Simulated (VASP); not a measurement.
## SnS2: relaxation of the atoms with PBEsol

SnS2:

```xyz
3
Lattice="3.6700 0.0000 0.0000 -1.8350 3.1783 0.0000 0.0000 0.0000 5.8900" Properties=species:S:1:pos:R:3 pbc="T T T"
Sn    0.0000    0.0000    0.0000
S     0.0000    2.1189    1.4725
S     1.8350    1.0594    4.4175
```

- Program: VASP 6.6.1
- Task: relaxation of the atoms
- Functional: PBEsol
- Potentials or basis: VASP PAW PBE potentials, release 64 (Sn_d, S)
- Cutoff: 450 eV
- k mesh: 12 × 12 × 8
- Occupations: gaussian, width 0.01 eV
- Spin: no spin polarisation
- Dipole correction: no
- Further INCAR settings: ALGO = Normal; EDIFF = 1e-07; IBRION = 2; EDIFFG = -0.003; NSW = 100

| Property | Result |
| --- | --- |
| Energy gained by relaxing | 0.2 meV/atom |
| Ionic steps | 3 |
| Pressure after relaxing | -0.3 GPa |
| Band gap on the k mesh | 1.32 eV (least direct gap 1.73 eV) |

Forces on the atoms (eV/Å):
```
Sn   0.000  0.000  0.000
S    0.000  0.000 -0.003
S    0.000  0.000  0.003
```

Stress tensor (GPa, compression positive):
```
-0.64  0.00  0.00
 0.00 -0.64  0.00
 0.00  0.00  0.30
```

Step by step:
```tsv
step	energy change (eV)	largest force (eV/Å)	pressure (GPa)
1	0.0000	0.0707	-0.61
2	-0.0004	0.0343	-0.46
3	-0.0005	0.0029	-0.33
```

Final structure:
```yaml
crystal:
  lattice:
    - [3.67000, 0.00000, 0.00000]
    - [-1.83500, 3.17831, 0.00000]
    - [0.00000, 0.00000, 5.89000]
  atoms:
    - { symbol: Sn, position: [0.00000, 0.00000, 0.00000] }
    - { symbol: S, position: [0.33333, 0.66667, 0.24893] }
    - { symbol: S, position: [0.66667, 0.33333, 0.75107] }
```

Levels at points of the mesh, in eV from the valence-band top:
```
           k point  band 11  band 12  band 13  band 14  band 15  band 16
(0.00, 0.00, 0.00)    -0.42    -0.42     0.00     1.73     3.43     5.27
(0.50, 0.00, 0.00)    -2.60    -1.05    -0.33     1.58     4.32     5.82
(0.00, 0.00, 0.50)    -0.79    -0.28    -0.28     2.91     3.50     5.01
(0.50, 0.00, 0.50)    -1.83    -0.76    -0.68     1.38     4.55     5.45
```

Run time: 3.1 min on 1 thread of Intel(R) Xeon(R) Platinum 8488C (Sapphire Rapids) (shared host), peak memory 0.26 GiB.

Caveat: the PAW data sets were made with another functional, which shifts forces and pressure a little; spin-orbit coupling is left out, which moves the levels of the heavy elements; this functional lacks dispersion, which binds layers or chains, so the pressure and a relaxed spacing across them are unreliable. A k mesh can miss the band edges.
